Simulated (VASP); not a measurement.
Ge: relaxation of the atoms with LDA

Ge:

```
CELL_PARAMETERS angstrom
0.00000 2.75183 2.85502
2.75183 0.00000 2.85502
2.75183 2.75183 0.00000
ATOMIC_POSITIONS crystal
Ge 0.00000 0.00000 0.00000
Ge 0.25000 0.25000 0.25000
```

This cell differs from its parent crystal: strained cell.

| Item | Value |
| --- | --- |
| Program | VASP 6.6.1 |
| Task | relaxation of the atoms |
| Functional | LDA |
| Potentials or basis | VASP PAW LDA potentials, release 64 (Ge_d) |
| Cutoff | 450 eV |
| k mesh | 12 × 12 × 12 |
| Occupations | gaussian, width 0.1 eV |
| Spin | no spin polarisation |
| Dipole correction | no |
| Further INCAR settings | ALGO = Normal; EDIFF = 1e-07; IBRION = 2; EDIFFG = -0.002; NSW = 60 |

```yaml
Pressure_after_relaxing: 1.9 GPa
```

Stress tensor (GPa, compression positive):
```
 2.89  0.00  0.00
 0.00  2.89  0.00
 0.00  0.00 -0.11
```

Final structure:
```
CELL_PARAMETERS angstrom
0.00000 2.75183 2.85502
2.75183 0.00000 2.85502
2.75183 2.75183 0.00000
ATOMIC_POSITIONS crystal
Ge 0.00000 0.00000 0.00000
Ge 0.25000 0.25000 0.25000
```

Levels at points of the mesh, in eV from the Fermi level:
| k point | band 10 | band 11 | band 12 | band 13 | band 14 | band 15 | band 16 | band 17 | band 18 |
| --- | --- | --- | --- | --- | --- | --- | --- | --- | --- |
| (0.00, 0.00, 0.00) | -24.83 | -13.27 | -0.32 | -0.01 | -0.01 | 0.15 | 2.38 | 2.38 | 2.56 |
| (0.50, 0.00, 0.00) | -24.79 | -11.07 | -7.97 | -1.77 | -1.41 | 0.07 | 3.54 | 3.76 | 6.90 |
| (0.50, 0.50, 0.00) | -24.78 | -9.34 | -9.34 | -3.17 | -3.17 | 0.70 | 0.70 | 9.65 | 9.65 |
| (0.50, 0.00, 0.50) | -24.79 | -9.15 | -9.15 | -3.44 | -3.44 | 0.39 | 0.39 | 9.60 | 9.60 |

Run time: 110 s on 1 thread of Intel Xeon 8259CL, on a shared host, peak memory 0.2 GiB.

Caveat: the cell differs from its parent crystal (strained cell); the relaxation stopped at its first step, so nothing moved.
